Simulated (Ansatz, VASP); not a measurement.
## Fe in VASP and in Ansatz

Contents of POSCAR:

```
Fe
1.0
   -1.4345540701      1.4345540701      1.4345540701
    1.4345540701     -1.4345540701      1.4345540701
    1.4345540701      1.4345540701     -1.4345540701
Fe
1
Direct
    0.0000000000      0.0000000000      0.0000000000
```

INCAR.step1

```
SYSTEM = Fe
PREC = Accurate
ENCUT = 520
ISMEAR = -1
SIGMA = 0.05
LREAL = .FALSE.
LASPH = .TRUE.
NELM = 150
ISPIN = 2
MAGMOM = 2.804
LMAXMIX = 4
NBANDS = 14
GGA = PE
ALGO = Normal
EDIFF = 1E-4
LWAVE = .TRUE.
LCHARG = .FALSE.
```

Contents of INCAR.step2:

```
SYSTEM = Fe
PREC = Accurate
ENCUT = 520
EDIFF = 1E-6
ISMEAR = -1
SIGMA = 0.05
LREAL = .FALSE.
LASPH = .TRUE.
NELM = 150
ALGO = Normal
ISIF = 2
LWAVE = .FALSE.
LCHARG = .TRUE.
ISPIN = 2
MAGMOM = 2.804
LORBIT = 11
LMAXMIX = 4
METAGGA = R2SCAN
LMIXTAU = .TRUE.
LELF = .TRUE.
LVHAR = .TRUE.
NBANDS = 14
ISTART = 1
```

The input KPOINTS:

```
regular mesh
0
G
  25 25 25
  0 0 0
```

Input for Ansatz:

```yaml
crystal:
  lattice:
    - [-1.4345540701, 1.4345540701, 1.4345540701]
    - [1.4345540701, -1.4345540701, 1.4345540701]
    - [1.4345540701, 1.4345540701, -1.4345540701]
  atoms:
    - { symbol: Fe, position: [0.0, 0.0, 0.0], spin: 2.804 }
hamiltonian:
  xc: r2scan
  pseudopotentials:
    kind: paw
    azcp:
      Fe: "pseudopotentials/Fe.paw.azcp"
basis:
  ecutwfc: 500
  fft_grid_basis: typed
kpoints:
  mp_grid: { grid: [25, 25, 25], shift: [0, 0, 0] }
magnetization:
  spin_polarized: true
scf:
  occupations: { method: fermi_dirac, width: 0.05 }
output:
  stress: true
```

Alike in both runs: task single point; functional r2SCAN; k mesh 25 × 25 × 25; occupations fermi-dirac, width 0.05 eV; collinear spin.

```csv
,VASP,Ansatz
version,VASP 6.6.1,Ansatz 0.2.0
potentials or method,"VASP PAW PBE potentials, release 64 (Fe), cutoff 520 eV","plane waves (500 eV) with PAW, scalar-relativistic"
valence electrons in the cell,8,16
```

Ansatz gave:

| Property | Result |
| --- | --- |
| pressure (GPa) | -0.7 |
| net moment per atom (μB) | 2.65 |
| size of the moment on the site where the two differ most (μB) | 2.80 |

Which values does VASP return?

Pressure (GPa): -1.1; net moment per atom (μB): 2.65; size of the moment on the site where the two differ most (μB): 2.72.

VASP's potentials were made for PBE, not for r2SCAN. Site moments also hang on the region over which each program counts them. VASP's potentials hold 8 valence electrons a cell and Ansatz's 16, so a difference there can come from the potentials and not from the codes. Ansatz's warnings: stability check not made.
